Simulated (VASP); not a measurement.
# Cr: single point with r2SCAN

Cr:

```xyz
2
Lattice="2.8824 0.0000 0.0000 0.0000 2.8824 0.0000 0.0000 0.0000 2.8824" Properties=species:S:1:pos:R:3 pbc="T T T"
Cr    0.0000    0.0000    0.0000
Cr    1.4412    1.4412    1.4412
```

This cell differs from its parent crystal: volume scaled by 0.92.

```
Program             : VASP 6.6.1
Task                : single point
Functional          : r2SCAN
Potentials or basis : VASP PAW PBE potentials, release 64 (Cr_pv)
Cutoff              : 520 eV
k mesh              : 17 × 17 × 17
Occupations         : fermi-dirac, width 0.05 eV
Spin                : collinear spin, antiferromagnetic start
Starting moments    : [2.525, -2.525] μB
```

```yaml
Pressure: 10.8 GPa
Band_gap_on_the_k_mesh: zero (filled and empty bands overlap)
Net_moment: 0.00 μB per cell
Site_moments: Cr +2.32, -2.32 μB
Valence_electrons_inside_the_program's_atomic_spheres: Cr 11.23
```

Levels at points of the mesh, in eV from the Fermi level:
Spin up:
| k point | band 10 | band 11 | band 12 | band 13 | band 14 | band 15 |
| --- | --- | --- | --- | --- | --- | --- |
| (0.00, 0.00, 0.00) | -1.38 | -1.38 | -1.38 | 1.28 | 1.67 | 1.67 |
Spin down:
```
           k point  band 9  band 10  band 11  band 12  band 13  band 14  band 15  band 16
(0.00, 0.00, 0.00)   -4.40    -1.38    -1.38    -1.38     1.28     1.67     1.67     3.21
```

Wall time 4.9 min on 1 thread of Intel Xeon 6975P-C, with other jobs on the host, peak memory 0.25 GiB.

Caveat: the PAW data sets were made with another functional, which shifts forces and pressure a little.
